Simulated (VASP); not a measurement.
Runs of VASP 6.6.1 on Cu4Mo. The structure is that of space group P6/mmm (No. 191), or close to it. The cells are those of the table. 

| task | cell | k mesh | cutoff (eV) | gap on the mesh (eV) | pressure (GPa) | relaxed volume (Å³/atom) | largest force (eV/Å) |
| --- | --- | --- | --- | --- | --- | --- | --- |
| relaxation of cell and atoms | relaxed from a = 4.155, b = 4.155, c = 4.816 Å, angles 90.0, 90.0, 120.0°, 5 atoms | 12 × 12 × 8 | 600 | none | 0.0 | 14.45 | 0.01 |
| single point | a = 4.159, b = 4.159, c = 4.809 Å, angles 90.0, 90.0, 120.0°, 5 atoms | 12 × 12 × 8 | 520 | none | 0.3 | - | - |
| single point | a = 3.502, b = 3.502, c = 6.565 Å, angles 90.0, 90.0, 120.0°, 5 atoms | 6 × 6 × 4 | 520 | none | 106.2 | - | (a) |
| relaxation of cell and atoms | relaxed from a = 3.502, b = 3.502, c = 6.565 Å, angles 90.0, 90.0, 120.0°, 5 atoms | 6 × 6 × 4 | 600 | none | 0.0 | (b) | 0.03 |
| single point | a = 4.155, b = 4.155, c = 4.816 Å, angles 90.0, 90.0, 120.0°, 5 atoms | 6 × 6 × 4 | 520 | none | 0.4 | - | - |

Alike in all rows: level PBE; potentials or basis VASP PAW PBE potentials, release 64 (Cu, Mo_sv); no spin polarisation; smearing gaussian 0.1 eV.

Fill in the values left out.

(a) 5.74; (b) 14.44.

Caveats: forces of over 1 eV/Å act on the atoms, so gaps and moduli don't describe the material at rest (some runs).

A k mesh can miss the band edges, and the runs leave out spin-orbit coupling on Mo.

A gap of «none» marks levels without a gap at the run's occupations.
